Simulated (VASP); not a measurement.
# In3As (Fm-3m) in VASP: notebook

Runs on In3As. Level: PBE. Tasks: single point, relaxation of cell and atoms.

Program: VASP 6.6.1. These are calculated values, not measurements. Logs are shortened: lines on timing, memory, paths and dates and some standing lists are left out, and cuts for length are marked.

### 1 The cell of the first run

It takes space group Fm-3m (No. 225, cubic). Conventional cell: a = 7.377 Å, b = 7.377 Å, c = 7.377 Å, α = 90.00°, β = 90.00°, γ = 90.00°. Within 4.2 Å of As (site symmetry m-3m) lie 14 In at 3.19 to 3.69 Å. Within 4.2 Å of In (site symmetry m-3m) lie 8 In at 3.19 Å and 6 As at 3.69 Å. In (site symmetry -43m) has 4 As at 3.19 Å and 10 In at 3.19 to 3.69 Å within 4.2 Å.

### 2 Single point, PBE

Input file INCAR:

```
PREC = Accurate ; ENCUT = 500
EDIFF = 1E-6 ; ISMEAR = 0
SIGMA = 0.01 ; LREAL = F
LASPH = T ; NELM = 120
ALGO = Normal ; ISIF = 2
LWAVE = F ; LCHARG = T
GGA = PE ; LELF = T
LVHAR = T ; NBANDS = 30
GGA_COMPAT = F
```

Input file KPOINTS:

```
Automatic mesh
0
Gamma
  5 5 5
```

Input file POSCAR:

```
In3As
1.0
    0.0000000000      3.6885103841      3.6885103841
    3.6885103841      0.0000000000      3.6885103841
    3.6885103841      3.6885103841      0.0000000000
As In
1 3
Direct
    0.0000000000      0.0000000000      0.0000000000
    0.5000000000      0.5000000000      0.5000000000
    0.2500000000      0.2500000000      0.2500000000
    0.7500000000      0.7500000000      0.7500000000
```

Potentials or basis: VASP PAW PBE potentials, release 64 (As, In_d).

Started as:

```sh
$ cat potpaw_PBE.64/As/POTCAR potpaw_PBE.64/In_d/POTCAR > POTCAR
$ mpirun -np 1 vasp_std > vasp.out
```

OUTCAR:

```text
PREC = Accurate
   ENCUT = 500
   EDIFF = 1E-6
   ISMEAR = 0
   LREAL = F
   LASPH = T
   NELM = 120
   ISIF = 2
   GGA = PE

 ion  position               nearest neighbor table
   1  0.000  0.000  0.000-   4 3.19   4 3.19   4 3.19   3 3.19   4 3.19   3 3.19   3 3.19   3 3.19

   2  0.500  0.500  0.500-   3 3.19   3 3.19   3 3.19   3 3.19   4 3.19   4 3.19   4 3.19   4 3.19

   3  0.250  0.250  0.250-   1 3.19   1 3.19   1 3.19   1 3.19   2 3.19   2 3.19   2 3.19   2 3.19
                             4 3.69   4 3.69   4 3.69   4 3.69   4 3.69   4 3.69
   4  0.750  0.750  0.750-   2 3.19   2 3.19   2 3.19   1 3.19   2 3.19   1 3.19   1 3.19   1 3.19
                             3 3.69   3 3.69   3 3.69   3 3.69   3 3.69   3 3.69

  LATTYP: Found a face centered cubic cell.
 ALAT       =     7.3770207682

  Lattice vectors:

 A1 = (   0.0000000000,   3.6885103841,   3.6885103841)
 A2 = (   3.6885103841,   0.0000000000,   3.6885103841)
 A3 = (   3.6885103841,   3.6885103841,   0.0000000000)

Analysis of symmetry for initial positions (statically):
=====================================================================
 Subroutine PRICEL returns:
 Original cell was already a primitive cell.

 Routine SETGRP: Setting up the symmetry group for a
 face centered cubic supercell.

 Subroutine GETGRP returns: Found 48 space group operations
 (whereof 48 operations were pure point group operations)
 out of a pool of 48 trial point group operations.

The static configuration has the point symmetry O_h .

Analysis of symmetry for dynamics (positions and initial velocities):
=====================================================================
 Subroutine PRICEL returns:
 Original cell was already a primitive cell.

 Routine SETGRP: Setting up the symmetry group for a
 face centered cubic supercell.

 Subroutine GETGRP returns: Found 48 space group operations
 (whereof 48 operations were pure point group operations)
 out of a pool of 48 trial point group operations.

The dynamic configuration has the point symmetry O_h .

 Subroutine INISYM returns: Found 48 space group operations
 (whereof 48 operations are pure point group operations),
 and found     1 'primitive' translations

----------------------------------------------------------------------------------------

                                     Primitive cell

  volume of cell :     100.3652

  direct lattice vectors                    reciprocal lattice vectors
     0.000000000  3.688510384  3.688510384    -0.135556078  0.135556078  0.135556078
     3.688510384  0.000000000  3.688510384     0.135556078 -0.135556078  0.135556078
     3.688510384  3.688510384  0.000000000     0.135556078  0.135556078 -0.135556078

  length of vectors
     5.216341410  5.216341410  5.216341410     0.234790014  0.234790014  0.234790014

  position of ions in fractional coordinates (direct lattice)
     0.000000000  0.000000000  0.000000000
     0.500000000  0.500000000  0.500000000
     0.250000000  0.250000000  0.250000000
     0.750000000  0.750000000  0.750000000

  ion indices of the primitive-cell ions
   primitive index   ion index
                 1           1
                 2           2
                 3           3
                 4           4

----------------------------------------------------------------------------------------

 KPOINTS: Automatic mesh

Automatic generation of k-mesh.
 Grid dimensions read from file:
 generate k-points for:    5    5    5

 Generating k-lattice:

  Cartesian coordinates                     Fractional coordinates (reciprocal lattice)
    -0.027111216  0.027111216  0.027111216     0.200000000  0.000000000  0.000000000
     0.027111216 -0.027111216  0.027111216     0.000000000  0.200000000  0.000000000
     0.027111216  0.027111216 -0.027111216     0.000000000  0.000000000  0.200000000

  Length of vectors
     0.046958003  0.046958003  0.046958003

  Shift w.r.t. Gamma in fractional coordinates (k-lattice)
     0.000000000  0.000000000  0.000000000

 Subroutine IBZKPT returns following result:
 ===========================================

 Found     10 irreducible k-points:

 Following reciprocal coordinates:
            Coordinates               Weight
  0.000000  0.000000  0.000000      1.000000
  0.200000  0.000000  0.000000      8.000000
  0.400000  0.000000  0.000000      8.000000
  0.200000  0.200000  0.000000      6.000000
  0.400000  0.200000  0.000000     24.000000
 -0.400000  0.200000  0.000000     24.000000
 -0.200000  0.200000  0.000000     12.000000
  0.400000  0.400000  0.000000      6.000000
 -0.400000  0.400000  0.000000     12.000000
 -0.400000  0.400000  0.200000     24.000000
   k-points           NKPTS =     10   k-points in BZ     NKDIM =     10   number of bands    NBANDS=     30
   number of dos      NEDOS =    301   number of ions     NIONS =      4
   total plane-waves  NPLWV =  64000
   dimension x,y,z NGX =    40 NGY =   40 NGZ =   40
   dimension x,y,z NGXF=    80 NGYF=   80 NGZF=   80
   ions per type =               1   3
   NGX,Y,Z   is equivalent  to a cutoff of  12.75, 12.75, 12.75 a.u.
   NGXF,Y,Z  is equivalent  to a cutoff of  25.50, 25.50, 25.50 a.u.
 SYSTEM =  unknown system
   PREC   = accura    normal or accurate (medium, high low for compatibility)
   ISTART =      0    job   : 0-new  1-cont  2-samecut
   ICHARG =      2    charge: 1-file 2-atom 10-const
   ISPIN  =      1    spin polarized calculation?
   LNONCOLLINEAR =      F non collinear calculations
   LSORBIT =      F    spin-orbit coupling
   LASPH  =      T    aspherical Exc in radial PAW
   ENCUT  =  500.0 eV  36.75 Ry    6.06 a.u.   9.51  9.51  9.51*2*pi/ulx,y,z
   NELM   =    120;   NELMIN=  2; NELMDL= -5     # of ELM steps
   EDIFF  = 0.1E-05   stopping-criterion for ELM
   LREAL  =      F    real-space projection
   EDIFFG = 0.1E-04   stopping-criterion for IOM
   NSW    =      0    number of steps for IOM
   IBRION =     -1    ionic relax: 0-MD 1-quasi-New 2-CG
   NFREE  =      0    steps in history (QN), initial steepest desc. (CG)
   ISIF   =      2    stress and relaxation
   ISYM   =      2    0-nonsym 1-usesym 2-fastsym
   POTIM  = 0.5000    time-step for ionic-motion
   TEBEG  =    0.0;   TEEND  =   0.0 temperature during run
   PSTRESS=    0.0 pullay stress
   NELECT =      44.0000    total number of electrons
   NUPDOWN=      -1.0000    fix difference up-down
   EMIN   =  10.00;   EMAX   =-10.00  energy-range for DOS
   EFERMI =   0.00;   METHOD = LEGACY
   ISMEAR =     0;   SIGMA  =   0.01  broadening in eV -4-tet -1-fermi 0-gaus
   EFERMI_NEDOS =   21; number of points for ismear=-14 and -15
   IALGO  =     38    algorithm
   IMIX   =      4    mixing-type and parameters
     AMIX     =   0.40;   BMIX     =  1.00
     AMIX_MAG =   1.60;   BMIX_MAG =  1.00
  volume/ion in A,a.u.               =      25.09       169.32
  Fermi-wavevector in a.u.,A,eV,Ry     =   1.243650  2.350157 21.043647  1.546664
  Thomas-Fermi vector in A             =   2.377951
   LORBIT       =      0    0 simple, 1 ext, 2 COOP (PROOUT), +10 PAW based schemes
   GGA     = PE    functional components
   LHFCALC =     F    Hartree Fock is set to
   AEXX    =    0.0000 exact exchange contribution
   IVDW    =     0    specifies the selected vdW correction
   LEPSILON=     F    determine dielectric tensor
   LRPA    =     F    only Hartree local field effects (RPA)
 non-spin polarized calculation
 Gauss-broadening in eV      SIGMA  =   0.01
  energy-cutoff  :      500.00
  volume of cell :      100.37
 maximum number of plane-waves:      2637
 NGX is ok and might be reduce to    40
   NGX = 19   NGY = 19   NGZ = 19

 number of electron      44.0000025 magnetization

 Free energy of the ion-electron system (eV)
  ---------------------------------------------------
  ext. energy  EPLUGINS =         0.00000000
  ---------------------------------------------------
  free energy    TOTEN  =       -12.06918022 eV

  energy without entropy =      -12.06850181  energy(sigma->0) =      -12.06884101

 E-fermi :   7.1560     XC(G=0): -10.2289

 val. band max:        7.0676725043   @ k =  -0.2000   0.2000   0.0000
 cond. band min:       7.1628198229   @ k =  -0.4000   0.2000   0.0000
 fundamental gap:      0.0951473185
 Fermi energy:         7.1559791194

 k-point     1 :       0.0000    0.0000    0.0000
  band No.  band energies     occupation
      1      -7.7807      2.00000
      2      -7.7807      2.00000
      3      -7.7515      2.00000
      4      -7.7515      2.00000
      5      -7.7515      2.00000
      6      -7.6293      2.00000
[... 22 lines left out ...]
     29      11.9575      0.00000
     30      11.9575      0.00000

 k-point     2 :       0.2000    0.0000    0.0000
  band No.  band energies     occupation
      1      -7.7753      2.00000
      2      -7.7745      2.00000
      3      -7.7745      2.00000
      4      -7.7534      2.00000
      5      -7.7534      2.00000
      6      -7.6039      2.00000
[... 22 lines left out ...]
     29      13.1643      0.00000
     30      13.1643      0.00000

 k-point     3 :       0.4000    0.0000    0.0000
  band No.  band energies     occupation
      1      -7.8012      2.00000
      2      -7.8012      2.00000
      3      -7.7668      2.00000
      4      -7.6953      2.00000
      5      -7.6953      2.00000
      6      -7.5707      2.00000
[... 22 lines left out ...]
     29      12.7608      0.00000
     30      12.7957      0.00000

 k-point     4 :       0.2000    0.2000    0.0000
  band No.  band energies     occupation
      1      -7.7904      2.00000
      2      -7.7904      2.00000
      3      -7.7560      2.00000
      4      -7.7501      2.00000
      5      -7.7404      2.00000
      6      -7.6375      2.00000
[... 22 lines left out ...]
     29      12.2926      0.00000
     30      14.0150      0.00000

 k-point     5 :       0.4000    0.2000    0.0000
  band No.  band energies     occupation
      1      -7.8071      2.00000
      2      -7.8068      2.00000
      3      -7.7543      2.00000
      4      -7.7291      2.00000
      5      -7.7025      2.00000
      6      -7.5963      2.00000
[... 22 lines left out ...]
     29      12.6294      0.00000
     30      13.2731      0.00000

 k-point     6 :      -0.4000    0.2000    0.0000
  band No.  band energies     occupation
      1      -7.8077      2.00000
      2      -7.8049      2.00000
      3      -7.7686      2.00000
      4      -7.7003      2.00000
      5      -7.6742      2.00000
      6      -7.5868      2.00000
[... 22 lines left out ...]
     29      13.3695      0.00000
     30      13.5197      0.00000

 k-point     7 :      -0.2000    0.2000    0.0000
  band No.  band energies     occupation
      1      -7.8124      2.00000
      2      -7.7822      2.00000
      3      -7.7683      2.00000
      4      -7.7252      2.00000
      5      -7.7195      2.00000
      6      -7.5980      2.00000
[... 22 lines left out ...]
     29      11.9451      0.00000
     30      14.2666      0.00000

 k-point     8 :       0.4000    0.4000    0.0000
  band No.  band energies     occupation
      1      -7.8136      2.00000
      2      -7.8136      2.00000
      3      -7.7729      2.00000
      4      -7.7392      2.00000
      5      -7.6729      2.00000
      6      -7.5711      2.00000
[... 22 lines left out ...]
     29      12.3487      0.00000
     30      13.1755      0.00000

 k-point     9 :      -0.4000    0.4000    0.0000
  band No.  band energies     occupation
      1      -7.8135      2.00000
      2      -7.8017      2.00000
      3      -7.7740      2.00000
      4      -7.7464      2.00000
      5      -7.6313      2.00000
      6      -7.6187      2.00000
[... 22 lines left out ...]
     29      13.2146      0.00000
     30      13.7435      0.00000

 k-point    10 :      -0.4000    0.4000    0.2000
  band No.  band energies     occupation
      1      -7.8064      2.00000
      2      -7.8058      2.00000
      3      -7.7698      2.00000
      4      -7.7301      2.00000
      5      -7.6678      2.00000
      6      -7.5984      2.00000
[... 22 lines left out ...]
     29      12.9475      0.00000
     30      13.7717      0.00000

------------------------ aborting loop because EDIFF is reached ----------------------------------------

  FORCE on cell =-STRESS in cart. coord.  units (eV):
  Direction    XX          YY          ZZ          XY          YZ          ZX
  --------------------------------------------------------------------------------------
  -------------------------------------------------------------------------------------
  Total       -0.0107208     -0.0107208     -0.0107208      0.0000000      0.0000000      0.0000000
  in kB       -0.1711410     -0.1711410     -0.1711410      0.0000000      0.0000000      0.0000000
  external PRESSURE =      -0.1711410 kB  Pullay stress =       0.0000000 kB

 VOLUME and BASIS-vectors are now :
 -----------------------------------------------------------------------------
  energy-cutoff  :      500.00
  volume of cell :      100.37
      direct lattice vectors                 reciprocal lattice vectors
     0.000000000  3.688510384  3.688510384    -0.135556078  0.135556078  0.135556078
     3.688510384  0.000000000  3.688510384     0.135556078 -0.135556078  0.135556078
     3.688510384  3.688510384  0.000000000     0.135556078  0.135556078 -0.135556078

 POSITION                                       TOTAL-FORCE (eV/Angst)
 -----------------------------------------------------------------------------------
      0.00000      0.00000      0.00000         0.000000      0.000000     -0.000000
      3.68851      3.68851      3.68851         0.000000      0.000000     -0.000000
      1.84426      1.84426      1.84426         0.000000      0.000000      0.000000
      5.53277      5.53277      5.53277        -0.000000     -0.000000     -0.000000
 -----------------------------------------------------------------------------------
    total drift:                               -0.000000     -0.000000      0.000000

  FREE ENERGIE OF THE ION-ELECTRON SYSTEM (eV)
  ---------------------------------------------------
  free  energy   TOTEN  =       -12.0691802231 eV

  energy  without entropy=      -12.0685018053  energy(sigma->0) =      -12.06884101
```

Run time: 42 s. Hardware: 1 thread of Intel Xeon 8259CL, shared host; peak memory 0.24 GiB.

Results:

```yaml
Free_energy: -12.0692 eV
Pressure: 0.0 GPa
Band_gap_on_the_k_mesh: zero (bands 22 and 23 overlap by 1.84 eV)
```

Levels at points of the mesh, in eV from the Fermi level:
```csv
k point,band 20,band 21,band 22,band 23,band 24,band 25
"(0.00, 0.00, 0.00)",-2.04,-2.04,-0.20,-0.20,-0.20,0.18
```

Caveat: spin-orbit coupling is left out, which moves the levels of the heavy elements.

### 3 Relaxation of cell and atoms, PBE

This run uses another cell than the first one, of 25.53 Å³/atom.

Input file INCAR:

```
SYSTEM = In3As
ALGO     = Normal         ! electronic algorithm
EDIFF    = 1E-7           ! SCF threshold, eV
EDIFFG   = -0.01          ! ionic threshold
ENCUT    = 500            ! plane-wave cutoff, eV
GGA      = PE             ! functional
GGA_COMPAT= .False.      
IBRION   = 2              ! ionic algorithm
ISIF     = 3              ! what is computed and relaxed
ISMEAR   = 0              ! smearing method
LASPH    = .True.         ! aspherical terms in the spheres
LCHARG   = .False.        ! write CHGCAR
LREAL    = .False.        ! projectors in reciprocal space
LWAVE    = .False.        ! write WAVECAR
NELM     = 120            ! most SCF steps
NELMIN   = 4            
NSW      = 80             ! ionic steps
PREC     = Accurate       ! precision mode
SIGMA    = 0.01           ! smearing width, eV
```

Input file KPOINTS:

```
k-points
0
Gamma
  5 5 5
  0 0 0
```

Input file POSCAR:

```
In3As
1.0
    0.0000000000      3.7100000000      3.7100000000
    3.7100000000      0.0000000000      3.7100000000
    3.7100000000      3.7100000000      0.0000000000
As In
1 3
Direct
    0.0000000000      0.0000000000      0.0000000000
    0.5000000000      0.5000000000      0.5000000000
    0.2500000000      0.2500000000      0.2500000000
    0.7500000000      0.7500000000      0.7500000000
```

Potentials or basis: VASP PAW PBE potentials, release 64 (As, In_d).

Started as:

```sh
$ cat potpaw_PBE.64/As/POTCAR potpaw_PBE.64/In_d/POTCAR > POTCAR
$ mpirun -np 1 vasp_std > vasp.out
```

Run time: 68 s. Hardware: 1 thread of Intel Xeon 8259CL, shared host; peak memory 0.25 GiB.

Results (log left out):

```yaml
Free_energy: -12.0697 eV
Relaxed_volume: 25.06 Å³/atom
Relaxed_cell: a = 5.214 Å, b = 5.214 Å, c = 5.214 Å, α = 60.00°, β = 60.00°, γ = 60.00°
Space_group_after_relaxing_to_0.1_Å: Fm-3m (No. 225)
Energy_gained_by_relaxing: 1.2 meV/atom
Ionic_steps: 2
Pressure_after_relaxing: 0.0 GPa
Band_gap_on_the_k_mesh: zero (bands 22 and 23 overlap by 1.85 eV)
```

The path:
```tsv
step	energy change (eV)	largest force (eV/Å)	pressure (GPa)	volume (Å³)
1	0.0000	0.0000	-0.81	102.13
2	-0.0046	0.0000	0.05	100.23
```

Final structure:
```
CELL_PARAMETERS angstrom
0.00000 3.68680 3.68680
3.68680 0.00000 3.68680
3.68680 3.68680 0.00000
ATOMIC_POSITIONS crystal
As 0.00000 0.00000 0.00000
In 0.50000 0.50000 0.50000
In 0.25000 0.25000 0.25000
In 0.75000 0.75000 0.75000
```

Levels at points of the mesh, in eV from the Fermi level:
```csv
k point,band 19,band 20,band 21,band 22,band 23,band 24,band 25,band 26
"(0.00, 0.00, 0.00)",-2.04,-2.04,-2.04,-0.20,-0.20,-0.20,0.19,0.84
```

Caveat: spin-orbit coupling is left out, which moves the levels of the heavy elements.

The gap in the log of VASP goes by the Fermi energy; the results here count the filled bands.